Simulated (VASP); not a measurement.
The system is Sb.

```
CELL_PARAMETERS angstrom
-1.57654 1.57654 2.71194
1.57654 -1.57654 2.71194
1.57654 1.57654 -2.71194
ATOMIC_POSITIONS crystal
Sb 0.00000 0.00000 0.00000
```

* Program: VASP 6.6.1
* Task: relaxation of cell and atoms
* Functional: RPBE
* Dispersion: D3(BJ)
* Potentials or basis: VASP PAW PBE potentials, release 64 (Sb)
* Cutoff: 600 eV
* k mesh: 12 × 12 × 12
* Occupations: fermi-dirac, width 0.05 eV
* Spin: no spin polarisation

At the start: pressure -20.9 GPa; volume 26.96 Å³/atom.

Problem. How do energy, volume and symmetry change on relaxing?

Solution. Over 22 steps the energy falls by 648.1 meV/atom and the volume is 19.96 Å³/atom (-26.0 %); space group I4/mmm (No. 139, to 0.1 Å) before, Fm-3m (No. 225, to 0.1 Å).

Step by step:
| step | energy change (eV) | largest force (eV/Å) | pressure (GPa) | volume (Å³) |
| --- | --- | --- | --- | --- |
| 1 | 0.0000 | 0.0000 | -20.88 | 26.96 |
| 2 | 0.2651 | 0.0000 | 74.95 | 15.44 |
| 3 | -0.5889 | 0.0000 | -2.07 | 20.53 |
| 4 | -0.5911 | 0.0000 | -0.51 | 20.31 |
| 5 | -0.5914 | 0.0000 | 0.39 | 20.19 |
| 6 | -0.6343 | 0.0000 | 2.61 | 19.72 |
| 7 | -0.6343 | 0.0000 | 2.59 | 19.73 |
| 8 | -0.6326 | 0.0000 | -3.38 | 20.54 |
| 9 | -0.6373 | 0.0000 | -0.20 | 20.08 |
| 10 | -0.6380 | 0.0000 | -0.26 | 20.09 |
| 11 | -0.6387 | 0.0000 | -0.57 | 20.12 |
| 12 | -0.6389 | 0.0000 | -0.70 | 20.12 |
| 13 | -0.6396 | 0.0000 | -0.99 | 20.14 |
| 14 | -0.6423 | 0.0000 | -1.32 | 20.15 |
| 15 | -0.6409 | 0.0000 | -1.30 | 20.15 |
| 16 | -0.6470 | 0.0000 | -1.52 | 20.16 |
| 17 | -0.6470 | 0.0000 | -1.51 | 20.16 |
| 18 | -0.6471 | 0.0000 | -1.52 | 20.16 |
| 19 | -0.6474 | 0.0000 | -1.17 | 20.11 |
| 20 | -0.6474 | 0.0000 | -1.14 | 20.11 |
| 21 | -0.6477 | 0.0000 | -0.86 | 20.07 |
| 22 | -0.6481 | 0.0000 | -0.03 | 19.96 |

Final structure:
```xyz
1
Lattice="-1.5225 1.5225 2.1527 1.5225 -1.5225 2.1527 1.5225 1.5225 -2.1527" Properties=species:S:1:pos:R:3 pbc="T T T"
Sb    0.0000    0.0000    0.0000
```

Caveat: the volume moved by over 15 % at a fixed basis, so the end points are rough; the PAW data sets were made with another functional, which shifts forces and pressure a little.
